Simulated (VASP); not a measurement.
Runs of VASP 6.6.1 on In3Se. The structure is that of space group P4/mmm (No. 123), or close to it. The cells are those of the table. 

```tsv
cell	gap on the mesh (eV)	pressure (GPa)
a = 5.296, b = 5.296, c = 3.443 Å, 4 atoms	none	(a)
a = 4.444, b = 4.444, c = 4.889 Å, 4 atoms	none	0.0
a = 4.008, b = 4.008, c = 6.012 Å, 4 atoms	none	2.1
a = 4.717, b = 4.717, c = 4.340 Å, 4 atoms	none	-0.1
```

Alike in all rows: task single point; level PBEsol+D3(BJ); potentials or basis VASP PAW PBE potentials, release 64 (In_d, Se); no spin polarisation; k mesh 12 × 12 × 12; cutoff (eV) 520; smearing gaussian 0.15 eV.

Q: Fill in the values left out.

A: (a) -1.8.

Caveats: the PAW data sets were made with another functional, which shifts forces and pressure a little; spin-orbit coupling is left out, which moves the levels of the heavy elements; the stress differs along the axes, from -3 to 5 GPa (at least some runs).

A k mesh can miss the band edges, and the runs leave out spin-orbit coupling on In, Se.

A gap of «none» marks levels without a gap at the run's occupations.
